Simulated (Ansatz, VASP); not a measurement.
One calculation of Rh, two programs

```
Rh
1.0
     2.66270    0.00000    0.00000
    -1.33135    2.36510    0.00000
     0.00000    0.00000    4.42849
Rh
2
Direct
  0.66667 0.33333 0.75000
  0.33333 0.66667 0.25000
```

Change from the starting cell: strain -0.0250 x Voigt [1, 0, 0, 0, 0, 0], atoms carried along.

Alike in both runs: task single point; functional PBEsol; k mesh 18 × 18 × 12; occupations gaussian, width 0.15 eV; no spin polarisation.

|  | VASP | Ansatz |
| --- | --- | --- |
| version | VASP 6.6.1 | Ansatz 0.2.0 |
| potentials or method | VASP PAW PBE potentials, release 64 (Rh_pv), cutoff 520 eV | scalar-relativistic, plane waves, PAW |
| valence electrons in the cell | 30 | 34 |

Ansatz gave:

* gap on the k mesh at the Fermi level (eV): none
* pressure (GPa): -7.5
* traceless stress, the component that is largest in VASP (GPa): 5.70
* rms of the force components (eV/Å): 0.028

What did VASP give for the same quantities?

gap on the k mesh at the Fermi level (eV): none; pressure (GPa): -7.6; traceless stress, the component that is largest in VASP (GPa): 5.69; rms of the force components (eV/Å): 0.029.

VASP's potentials were made for PBE, not for PBEsol. Atom by atom the forces differ by 0.000 eV/Å (rms over components). A gap of «none» marks a metal or a gap that the smearing closes. With one functional, cell and mesh, what is left measures potentials, basis and numerics. VASP's potentials hold 30 valence electrons a cell and Ansatz's 34, so a difference there can come from the potentials and not from the codes.
